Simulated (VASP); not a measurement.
Here is a VASP 6.6.1 calculation.

INCAR

```
SYSTEM = Bi2Ru
ALGO = Fast
EDIFF = 1E-6
ENCUT = 520
GGA = PE
ISIF = 2
ISMEAR = 0
LASPH = .TRUE.
LCHARG = .FALSE.
LREAL = .FALSE.
LWAVE = .FALSE.
NBANDS = 53
NELM = 60
PREC = Accurate
SIGMA = 0.1
```

The input KPOINTS:

```
k-points
0
G
  8 6 4
  0 0 0
```

The input POSCAR:

```
Bi2Ru
1.0
    0.0000000000      0.0000000000     -3.1539112015
    2.6136273500     -4.5269353623      0.0000000000
   -7.8408820501     -4.5269353623      0.0000000000
Bi Ru
4 2
Direct
    0.5000000000      0.5000000000      0.8333333333
    0.5000000000      0.0000000000      0.3333333333
    0.5000000000      0.0000000000      0.6666666667
    0.5000000000      0.5000000000      0.1666666667
    1.0000000000      0.5000000000      0.5000000000
    1.0000000000      1.0000000000      0.0000000000
```

Potentials or basis: VASP PAW PBE potentials, release 64 (Bi_d, Ru_pv).

Launch:

```console
$ cat potpaw_PBE.64/Bi_d/POTCAR potpaw_PBE.64/Ru_pv/POTCAR > POTCAR
$ mpirun -np 1 vasp_std > vasp.out
```

Q: Estimate the largest force.

A: 0.008 eV/Å.

Q: What does it give for the band gap on the k mesh?

A: Zero (bands 44 and 45 overlap by 1.15 eV).

Q: Predict the pressure.

A: 0.1 GPa.

Forces on the atoms (eV/Å):
```
Bi   0.007  0.004  0.000
Bi   0.007  0.004  0.000
Bi  -0.007 -0.004  0.000
Bi  -0.007 -0.004  0.000
Ru   0.000  0.000  0.000
Ru   0.000  0.000  0.000
```

Caveat: spin-orbit coupling is left out, which moves the levels of the heavy elements.
